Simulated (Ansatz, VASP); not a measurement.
## SiC: VASP beside Ansatz

Contents of INCAR:

```
PREC = Accurate ; ENCUT = 520
EDIFF = 1E-6 ; ISMEAR = 0
SIGMA = 0.05 ; LREAL = False
LASPH = True ; NELM = 60
ALGO = Normal ; ISIF = 2
LWAVE = False ; LCHARG = True
GGA = PE ; LELF = True
LVHAR = True ; NBANDS = 36
```

The input KPOINTS:

```
Automatic mesh
0
Gamma
  10 10 2
```

The input POSCAR:

```
SiC
1.0
    2.1898640950     -2.1898640950      0.0000000000
    2.1898640950      0.0000000000     -2.1898640950
    9.1924690818      9.1924690818      9.1924690818
Si C
6 6
Direct
    1.0000000000      0.0000000000      0.3771557787
    0.3333333333      0.3333333333      0.2183399716
    0.6666666667      0.6666666667      0.5359715859
    1.0000000000      1.0000000000      0.8536032001
    0.3333333333      0.3333333333      0.6947873930
    0.6666666667      0.6666666667      0.0595241645
    0.6666666667      0.6666666667      0.4168597305
    0.0000000000      0.0000000000      0.2580439234
    0.3333333333      0.3333333333      0.5756755376
    0.6666666667      0.6666666667      0.8933071519
    0.0000000000      0.0000000000      0.7344913448
    0.3333333333      0.3333333333      0.0992281163
```

Input for Ansatz:

```yaml
crystal:
  lattice:
    - [2.189864095, -2.189864095, 0.0]
    - [2.189864095, 0.0, -2.189864095]
    - [9.1924690818, 9.1924690818, 9.1924690818]
  atoms:
    - { symbol: Si, position: [1.0, 0.0, 0.3771557787] }
    - { symbol: Si, position: [0.3333333333, 0.3333333333, 0.2183399716] }
    - { symbol: Si, position: [0.6666666667, 0.6666666667, 0.5359715859] }
    - { symbol: Si, position: [1.0, 1.0, 0.8536032001] }
    - { symbol: Si, position: [0.3333333333, 0.3333333333, 0.694787393] }
    - { symbol: Si, position: [0.6666666667, 0.6666666667, 0.0595241645] }
    - { symbol: C, position: [0.6666666667, 0.6666666667, 0.4168597305] }
    - { symbol: C, position: [0.0, 0.0, 0.2580439234] }
    - { symbol: C, position: [0.3333333333, 0.3333333333, 0.5756755376] }
    - { symbol: C, position: [0.6666666667, 0.6666666667, 0.8933071519] }
    - { symbol: C, position: [0.0, 0.0, 0.7344913448] }
    - { symbol: C, position: [0.3333333333, 0.3333333333, 0.0992281163] }
basis:
  ecutwfc: 420
kpoints:
  mp_grid: { grid: [10, 10, 2] }
hamiltonian:
  xc: pbe
scf:
  occupations: { method: gaussian, width: 0.05 }
output:
  forces: true
  stress: true
  eigenvalues: true
```

Alike in both runs: task single point; functional PBE; k mesh 10 × 10 × 2; occupations gaussian, width 0.05 eV; no spin polarisation.

```csv
,VASP,Ansatz
version,VASP 6.6.1,Ansatz 0.2.0
potentials or method,"VASP PAW PBE potentials, release 64 (Si, C), cutoff 520 eV","scalar-relativistic, plane waves, PAW"
valence electrons in the cell,48,48
```

|  | VASP | Ansatz | Ansatz less VASP |
| --- | --- | --- | --- |
| gap on the k mesh at the Fermi level (eV) | 0.41 | 0.40 | -0.006 |
| least direct gap on the mesh (eV) | 1.78 | 1.77 | -0.003 |
| pressure (GPa) | -3.0 | -3.0 | +0.05 |
| traceless stress, the component that is largest in VASP (GPa) | -2.85 | -2.82 | +0.027 |
| rms of the force components (eV/Å) | 0.537 | 0.539 | +0.0023 |

Atom by atom the forces differ by 0.003 eV/Å (rms over components). With one functional, cell and mesh, what is left measures potentials, basis and numerics.
